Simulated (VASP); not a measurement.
# Ti (P6_3/mmc) in VASP: further runs, part 2 of 2

VASP 6.6.1. The steps go on from the part before.

### 3 Single point, PBE

This run uses another cell than the first one, of 16.22 Å³/atom, 1.045 times its volume.

The input, INCAR:

```
PREC = Accurate ; ENCUT = 520
EDIFF = 1E-7 ; ISMEAR = 1
SIGMA = 0.15 ; LREAL = F
LASPH = T ; NELM = 80
ALGO = Normal ; ISIF = 2
LWAVE = F ; LCHARG = F
GGA = PE ; NBANDS = 19
```

The input, KPOINTS:

```
regular mesh
0
Gamma
  11 11 6
```

The input, POSCAR:

```
Ti
1.0
    2.8691370373      0.0000000000      0.0000000000
   -1.4345685187      2.4847407556      0.0000000000
    0.0000000000      0.0000000000      4.5517157067
Ti
2
Direct
    0.3333333333      0.6666666667      0.2500000000
    0.6666666667      0.3333333333      0.7500000000
```

Potentials or basis: VASP PAW PBE potentials, release 64 (Ti_sv).

Run with:

```console
cat potpaw_PBE.64/Ti_sv/POTCAR > POTCAR
mpirun -np 1 vasp_std > vasp.out
```

OUTCAR:

```text
PREC = Accurate
   ENCUT = 520
   EDIFF = 1E-7
   ISMEAR = 1
   LREAL = F
   LASPH = T
   NELM = 80
   ISIF = 2
   GGA = PE

 ion  position               nearest neighbor table
   1  0.333  0.667  0.250-   2 2.81   2 2.81   2 2.81   2 2.81   2 2.81   2 2.81
   2  0.667  0.333  0.750-   1 2.81   1 2.81   1 2.81   1 2.81   1 2.81   1 2.81

  LATTYP: Found a hexagonal cell.
 ALAT       =     2.8691370373
 C/A-ratio  =     1.5864406780

  Lattice vectors:

 A1 = (   2.8691370373,   0.0000000000,   0.0000000000)
 A2 = (  -1.4345685187,   2.4847407556,   0.0000000000)
 A3 = (   0.0000000000,   0.0000000000,   4.5517157067)

Analysis of symmetry for initial positions (statically):
=====================================================================
 Subroutine PRICEL returns:
 Original cell was already a primitive cell.

 Routine SETGRP: Setting up the symmetry group for a
 hexagonal supercell.

 Subroutine GETGRP returns: Found 24 space group operations
 (whereof 12 operations were pure point group operations)
 out of a pool of 24 trial point group operations.

The static configuration has the point symmetry D_3d.
 The point group associated with its full space group is D_6h.

Analysis of symmetry for dynamics (positions and initial velocities):
=====================================================================
 Subroutine PRICEL returns:
 Original cell was already a primitive cell.

 Routine SETGRP: Setting up the symmetry group for a
 hexagonal supercell.

 Subroutine GETGRP returns: Found 24 space group operations
 (whereof 12 operations were pure point group operations)
 out of a pool of 24 trial point group operations.

The dynamic configuration has the point symmetry D_3d.
 The point group associated with its full space group is D_6h.

 Subroutine INISYM returns: Found 24 space group operations
[... 106 lines left out ...]
   TEBEG  =    0.0;   TEEND  =   0.0 temperature during run
   PSTRESS=    0.0 pullay stress
   NELECT =      24.0000    total number of electrons
   NUPDOWN=      -1.0000    fix difference up-down
   EMIN   =  10.00;   EMAX   =-10.00  energy-range for DOS
   EFERMI =   0.00;   METHOD = LEGACY
   ISMEAR =     1;   SIGMA  =   0.15  broadening in eV -4-tet -1-fermi 0-gaus
   EFERMI_NEDOS =   21; number of points for ismear=-14 and -15
   IALGO  =     38    algorithm
   IMIX   =      4    mixing-type and parameters
     AMIX     =   0.40;   BMIX     =  1.00
     AMIX_MAG =   1.60;   BMIX_MAG =  1.00
  volume/ion in A,a.u.               =      16.22       109.49
  Fermi-wavevector in a.u.,A,eV,Ry     =   1.480503  2.797746 29.822478  2.191890
  Thomas-Fermi vector in A             =   2.594529
   LORBIT       =      0    0 simple, 1 ext, 2 COOP (PROOUT), +10 PAW based schemes
   GGA     = PE    functional components
   LHFCALC =     F    Hartree Fock is set to
   AEXX    =    0.0000 exact exchange contribution
   IVDW    =     0    specifies the selected vdW correction
   LEPSILON=     F    determine dielectric tensor
   LRPA    =     F    only Hartree local field effects (RPA)
 non-spin polarized calculation
 Methfessel and Paxton  Order N= 1 SIGMA  =   0.15
  energy-cutoff  :      520.00
  volume of cell :       32.45
 maximum number of plane-waves:       894
 NGX is ok and might be reduce to    24
   NGX = 11   NGY = 11   NGZ = 17

 number of electron      24.0000003 magnetization

 Free energy of the ion-electron system (eV)
  ---------------------------------------------------
  ext. energy  EPLUGINS =         0.00000000
  ---------------------------------------------------
  free energy    TOTEN  =       -15.61253708 eV

  energy without entropy =      -15.61371646  energy(sigma->0) =      -15.61293021

 E-fermi :   9.0976     XC(G=0): -11.8221

 val. band max:        9.0953750966   @ k =   0.1818   0.0000   0.3333
 cond. band min:       9.1135316087   @ k =   0.0909   0.0909   0.1667
 fundamental gap:      0.0181565121
 Fermi energy:         9.0975868833

 k-point     1 :       0.0000    0.0000    0.0000
  band No.  band energies     occupation
      1     -47.6718      2.00000
      2     -47.4931      2.00000
      3     -24.3440      2.00000
      4     -23.5490      2.00000
      5     -23.5490      2.00000
      6     -23.4663      2.00000
[... 505 lines left out ...]
      6     -23.6281      2.00000
[... 11 lines left out ...]
     18      11.5667     -0.00000
     19      12.7067      0.00000

 [... further k-points ...]
[... 5 lines left out ...]
  --------------------------------------------------------------------------------------
  -------------------------------------------------------------------------------------
  Total        1.6973092      1.6973027      1.6606153     -0.0000000      0.0000000      0.0000000
  in kB       83.8038661     83.8035419     81.9921175     -0.0000000      0.0000000      0.0000000
  external PRESSURE =      83.1998418 kB  Pullay stress =       0.0000000 kB

 VOLUME and BASIS-vectors are now :
 -----------------------------------------------------------------------------
  energy-cutoff  :      520.00
  volume of cell :       32.45
      direct lattice vectors                 reciprocal lattice vectors
     2.869137037  0.000000000  0.000000000     0.348536855  0.201228236  0.000000000
    -1.434568519  2.484740756  0.000000000     0.000000000  0.402456473  0.000000000
     0.000000000  0.000000000  4.551715707     0.000000000  0.000000000  0.219697377

 POSITION                                       TOTAL-FORCE (eV/Angst)
 -----------------------------------------------------------------------------------
     -0.00000      1.65649      1.13793         0.000000      0.000000      0.000000
      1.43457      0.82825      3.41379        -0.000000     -0.000000      0.000000
 -----------------------------------------------------------------------------------
    total drift:                                0.000000     -0.000000      0.000000

  FREE ENERGIE OF THE ION-ELECTRON SYSTEM (eV)
  ---------------------------------------------------
  free  energy   TOTEN  =       -15.6125370787 eV

  energy  without entropy=      -15.6137164626  energy(sigma->0) =      -15.61293021
```

OSZICAR:

```text
N       E                     dE             d eps       ncg     rms          rms(c)
DAV:   1     0.263373424318E+03    0.26337E+03   -0.13023E+04  2432   0.159E+03
DAV:   2     0.127824302606E+02   -0.25059E+03   -0.24655E+03  2525   0.442E+02
DAV:   3    -0.162611967587E+02   -0.29044E+02   -0.28660E+02  4463   0.124E+02
DAV:   4    -0.174157126055E+02   -0.11545E+01   -0.11516E+01  2837   0.257E+01
DAV:   5    -0.174672336146E+02   -0.51521E-01   -0.51519E-01  3477   0.386E+00    0.127E+01
DAV:   6    -0.155975761671E+02    0.18697E+01   -0.65010E+00  2827   0.264E+01    0.339E+00
DAV:   7    -0.155867339984E+02    0.10842E-01   -0.71275E-01  3645   0.643E+00    0.213E+00
DAV:   8    -0.156210058638E+02   -0.34272E-01   -0.22724E-01  2653   0.540E+00    0.796E-01
DAV:   9    -0.156120617987E+02    0.89441E-02   -0.47695E-02  2703   0.233E+00    0.791E-02
DAV:  10    -0.156125280600E+02   -0.46626E-03   -0.35467E-03  3417   0.367E-01    0.765E-02
DAV:  11    -0.156125487844E+02   -0.20724E-04   -0.12708E-04  3096   0.885E-02    0.355E-02
DAV:  12    -0.156125355785E+02    0.13206E-04   -0.34618E-05  2736   0.518E-02    0.163E-03
DAV:  13    -0.156125360340E+02   -0.45552E-06   -0.98018E-07  2951   0.851E-03    0.132E-03
DAV:  14    -0.156125371036E+02   -0.10696E-05   -0.18012E-07  2222   0.298E-03    0.255E-04
DAV:  15    -0.156125370787E+02    0.24966E-07   -0.23799E-08  1294   0.130E-03
   1 F= -.15612537E+02 E0= -.15612930E+02  d E =0.117938E-02
```

Wall time 26 s (1 thread of Intel Xeon Platinum 8488C (Sapphire Rapids), shared host); peak memory 0.17 GiB.

What came out:

```yaml
Free_energy: -15.6125 eV
Pressure: 8.3 GPa
Band_gap_on_the_k_mesh: zero (band 12 reaches 9.89 eV, above the bottom of band 13 at 8.88 eV)
```

Stress tensor (GPa, compression positive):
```
8.38 0.00 0.00
0.00 8.38 0.00
0.00 0.00 8.20
```

### 4 Single point, PBE

This run uses another cell than the first one, of 16.93 Å³/atom, 1.091 times its volume.

The input, INCAR:

```
ALGO = Normal
EDIFF = 1E-7
ENCUT = 520
GGA = PE
ISIF = 2
ISMEAR = 1
LASPH = True
LCHARG = False
LREAL = False
LWAVE = False
NBANDS = 19
NELM = 100
PREC = Accurate
SIGMA = 0.15
```

The input, KPOINTS:

```
k-points
0
Gamma
  11 11 6
```

The input, POSCAR:

```
Ti
1.0
    2.9101302477      0.0000000000      0.0000000000
   -1.4550651239      2.5202418485      0.0000000000
    0.0000000000      0.0000000000      4.6167490031
Ti
2
Direct
    0.3333333333      0.6666666667      0.2500000000
    0.6666666667      0.3333333333      0.7500000000
```

Run with:

```console
cat potpaw_PBE.64/Ti_sv/POTCAR > POTCAR
mpirun -np 1 vasp_std > vasp.out
```

It took 37 s on 1 thread of Intel Xeon Platinum 8488C (Sapphire Rapids), shared host; peak memory 0.17 GiB.

Results (log left out):

- Free energy: -15.6615 eV
- Pressure: 2.8 GPa
- Band gap on the k mesh: zero (band 12 reaches 9.40 eV, above the bottom of band 13 at 8.39 eV)

Stress tensor (GPa, compression positive):
```
2.88 0.00 0.00
0.00 2.88 0.00
0.00 0.00 2.71
```

Levels at points of the mesh, in eV from the Fermi level:
```tsv
k point	band 8	band 9	band 10	band 11	band 12	band 13	band 14	band 15	band 16	band 17
(0.00, 0.00, 0.00)	-32.65	-6.29	-2.77	0.77	0.77	0.81	0.88	1.29	1.29	1.66
(0.00, 0.00, 0.50)	-32.70	-4.40	-4.40	0.06	0.06	0.68	0.68	0.68	0.68	2.87
```

### 5 Single point, PBE

This run uses another cell than the first one, of 17.64 Å³/atom, 1.136 times its volume.

The input, INCAR:

```
SYSTEM = Ti
PREC     = Accurate       ! precision mode
ENCUT    = 520            ! plane-wave cutoff, eV
EDIFF    = 1E-6           ! SCF threshold, eV
ISMEAR   = 1              ! smearing method
SIGMA    = 0.15           ! smearing width, eV
LREAL    = .FALSE.        ! projectors in reciprocal space
LASPH    = .TRUE.         ! aspherical terms in the spheres
NELM     = 60             ! most SCF steps
ALGO     = Normal         ! electronic algorithm
ISIF     = 2              ! what is computed and relaxed
LWAVE    = .FALSE.        ! write WAVECAR
LCHARG   = .FALSE.        ! write CHGCAR
GGA      = PE             ! functional
NBANDS   = 19             ! bands
```

The input, KPOINTS:

```
Automatic mesh
0
G
  11 11 6
  0 0 0
```

The input, POSCAR:

```
Ti
1.0
    2.9500000000      0.0000000000      0.0000000000
   -1.4750000000      2.5547700000      0.0000000000
    0.0000000000      0.0000000000      4.6800000000
Ti
2
Direct
    0.3333333333      0.6666666667      0.2500000000
    0.6666666667      0.3333333333      0.7500000000
```

Run with:

```console
cat potpaw_PBE.64/Ti_sv/POTCAR > POTCAR
mpirun -np 1 vasp_std > vasp.out
```

Wall time 36 s (1 thread of Intel Xeon Platinum 8488C (Sapphire Rapids), shared host); peak memory 0.17 GiB.

Results (log left out):

```
Free energy            : -15.6662 eV
Pressure               : -1.7 GPa
Band gap on the k mesh : zero (band 12 reaches 8.94 eV, above the bottom of band 13 at 7.93 eV)
```

Stress tensor (GPa, compression positive):
```
-1.68  0.00  0.00
 0.00 -1.68  0.00
 0.00  0.00 -1.84
```

Levels at points of the mesh, in eV from the Fermi level:
```csv
k point,band 8,band 9,band 10,band 11,band 12,band 13,band 14,band 15,band 16,band 17
"(0.00, 0.00, 0.00)",-32.76,-6.19,-2.67,0.70,0.75,0.75,0.85,1.24,1.24,1.59
"(0.00, 0.00, 0.50)",-32.81,-4.35,-4.35,0.06,0.06,0.66,0.66,0.66,0.66,2.73
```

### 6 Single point, PBE

This run uses another cell than the first one, of 18.34 Å³/atom, 1.182 times its volume.

The input, INCAR:

```
PREC     = Accurate       # precision mode
ENCUT    = 520            # plane-wave cutoff, eV
EDIFF    = 1E-7           # SCF threshold, eV
ISMEAR   = 1              # smearing method
SIGMA    = 0.15           # smearing width, eV
LREAL    = F              # projectors in reciprocal space
LASPH    = T              # aspherical terms in the spheres
NELM     = 60             # most SCF steps
ALGO     = Normal         # electronic algorithm
ISIF     = 2              # what is computed and relaxed
LWAVE    = F              # write WAVECAR
LCHARG   = F              # write CHGCAR
GGA      = PE             # functional
NBANDS   = 19             # bands
```

The input, KPOINTS:

```
Automatic mesh
0
Gamma
  11 11 6
```

The input, POSCAR:

```
Ti
1.0
    2.9888202413      0.0000000000      0.0000000000
   -1.4944101206      2.5883892501      0.0000000000
    0.0000000000      0.0000000000      4.7415860099
Ti
2
Direct
    0.3333333333      0.6666666667      0.2500000000
    0.6666666667      0.3333333333      0.7500000000
```

Potentials or basis: VASP PAW PBE potentials, release 64 (Ti_sv).

Run with:

```console
cat potpaw_PBE.64/Ti_sv/POTCAR > POTCAR
mpirun -np 1 vasp_std > vasp.out
```

It took 36 s on 1 thread of Intel Xeon Platinum 8488C (Sapphire Rapids), shared host; peak memory 0.17 GiB.

Results (log left out):

```
Free energy            : -15.6340 eV
Pressure               : -5.6 GPa
Band gap on the k mesh : zero (band 12 reaches 8.51 eV, above the bottom of band 13 at 7.51 eV)
```

Stress tensor (GPa, compression positive):
```
-5.50  0.00  0.00
 0.00 -5.50  0.00
 0.00  0.00 -5.70
```

Levels at points of the mesh, in eV from the Fermi level:
```csv
k point,band 8,band 9,band 10,band 11,band 12,band 13,band 14,band 15,band 16,band 17
"(0.00, 0.00, 0.00)",-32.87,-6.09,-2.57,0.61,0.73,0.73,0.82,1.19,1.19,1.52
"(0.00, 0.00, 0.50)",-32.91,-4.30,-4.30,0.07,0.07,0.64,0.64,0.64,0.64,2.60
```

### 7 Overview

| cell | gap on the mesh (eV) | pressure (GPa) |
| --- | --- | --- |
| a = 2.827, b = 2.827, c = 4.485 Å, angles 90.0, 90.0, 120.0°, 2 atoms | none | 14.9 |
| a = 2.869, b = 2.869, c = 4.552 Å, angles 90.0, 90.0, 120.0°, 2 atoms | none | 8.3 |
| a = 2.910, b = 2.910, c = 4.617 Å, angles 90.0, 90.0, 120.0°, 2 atoms | none | 2.8 |
| a = 2.950, b = 2.950, c = 4.680 Å, angles 90.0, 90.0, 120.0°, 2 atoms | none | -1.7 |
| a = 2.989, b = 2.989, c = 4.742 Å, angles 90.0, 90.0, 120.0°, 2 atoms | none | -5.6 |

Alike in all rows: task single point; level PBE; potentials or basis VASP PAW PBE potentials, release 64 (Ti_sv); no spin polarisation; k mesh 11 × 11 × 6; cutoff (eV) 520; smearing methfessel-paxton 0.15 eV.

Absolute energies hang on the potentials; compare differences alone.
